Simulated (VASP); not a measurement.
## AlV3N4: relaxation of cell and atoms with PBE

AlV3N4:

```
Al V N
1.0
     4.61606    0.00000    0.00000
     0.00000    4.61606    0.00000
     0.00000    0.00000    4.61606
Al V N
1 3 4
Direct
  0.50000 0.50000 0.50000
  0.50000 0.00000 0.00000
  0.00000 0.00000 0.50000
  0.00000 0.50000 0.00000
  0.00000 0.50000 0.50000
  0.50000 0.50000 0.00000
  0.00000 0.00000 0.00000
  0.50000 0.00000 0.50000
```

| Quantity | Value |
| --- | --- |
| Program | VASP 6.6.1 |
| Task | relaxation of cell and atoms |
| Functional | PBE |
| Potentials or basis | VASP PAW PBE potentials, release 64 (Al, V_sv, N) |
| Cutoff | 600 eV |
| k mesh | 4 × 4 × 4 |
| Occupations | gaussian, width 0.1 eV |
| Spin | collinear spin, ferromagnetic start |
| Starting moments | [0.0, 2.0, 2.0, 2.0, 0.0, 0.0, 0.0, 0.0] μB |
| Dipole correction | no |
| Further INCAR settings | ALGO = Normal; EDIFF = 1e-07; IBRION = 2; EDIFFG = -0.04; NSW = 90; ISIF = 3 |

```json
{"Relaxed volume": "8.80 Å³/atom", "Relaxed cell": "a = 4.129 Å, b = 4.129 Å, c = 4.129 Å, α = 90.00°, β = 90.00°, γ = 90.00°", "Space group after relaxing (to 0.1 Å)": "Pm-3m (No. 221)", "Energy gained by relaxing": "634.5 meV/atom", "Ionic steps": "6", "Pressure after relaxing": "0.0 GPa", "Net moment": "-2.30 μB per cell", "Site moments": "Al -0.02; V -0.71; N -0.01, +0.05 (each value once) μB", "Valence electrons inside the program's atomic spheres": "Al 0.67; V 11.65; N 3.75, 3.73 (each value once)"}
```

Step by step:
| step | energy change (eV) | largest force (eV/Å) | pressure (GPa) | volume (Å³) |
| --- | --- | --- | --- | --- |
| 1 | 0.0000 | 0.0000 | -41.28 | 98.36 |
| 2 | -3.2508 | 0.0000 | 63.92 | 59.81 |
| 3 | -5.0748 | 0.0000 | -1.07 | 70.67 |
| 4 | -5.0751 | 0.0000 | 0.90 | 70.18 |
| 5 | -5.0749 | 0.0000 | -1.01 | 70.65 |
| 6 | -5.0757 | 0.0000 | 0.00 | 70.40 |

Final structure:
```
CELL_PARAMETERS angstrom
4.12914 0.00000 0.00000
0.00000 4.12914 0.00000
0.00000 0.00000 4.12914
ATOMIC_POSITIONS crystal
Al 0.50000 0.50000 0.50000
V 0.50000 0.00000 0.00000
V 0.00000 0.00000 0.50000
V 0.00000 0.50000 0.00000
N 0.00000 0.50000 0.50000
N 0.50000 0.50000 0.00000
N 0.00000 0.00000 0.00000
N 0.50000 0.00000 0.50000
```

Levels at points of the mesh, in eV from the Fermi level:
Spin up:
```tsv
k point	band 27	band 28	band 29	band 30	band 31	band 32
(0.00, 0.00, 0.00)	-2.90	-2.90	-2.04	-2.04	-2.04	0.00
(0.50, 0.00, 0.00)	-3.14	-3.14	-2.47	-0.60	0.35	0.60
(0.50, 0.50, 0.00)	-4.94	-3.21	0.24	0.85	0.87	0.87
(0.50, 0.50, 0.50)	-3.69	-3.69	0.94	0.94	0.94	1.51
```
Spin down:
```tsv
k point	band 29	band 30	band 31	band 32	band 33	band 34	band 35	band 36
(0.00, 0.00, 0.00)	-2.03	-2.03	-2.03	-1.12	-1.12	-1.12	-0.33	-0.33
(0.50, 0.00, 0.00)	-2.87	-1.78	-0.21	-0.21	-0.16	0.41	0.41	0.77
(0.50, 0.50, 0.00)	-0.56	-0.25	0.30	0.47	0.47	0.53	0.60	0.60
(0.50, 0.50, 0.50)	0.44	0.44	0.44	0.47	0.63	0.63	1.05	1.05
```

Run time: 16 min on 1 thread of AMD EPYC 7R13, on a shared host, peak memory 0.31 GiB.

Caveat: the volume moved by over 15 % at a fixed basis, so the end points are rough. With open d or f shells a metallic result of PBE can be an artefact of self-interaction; +U or a hybrid may open a gap.
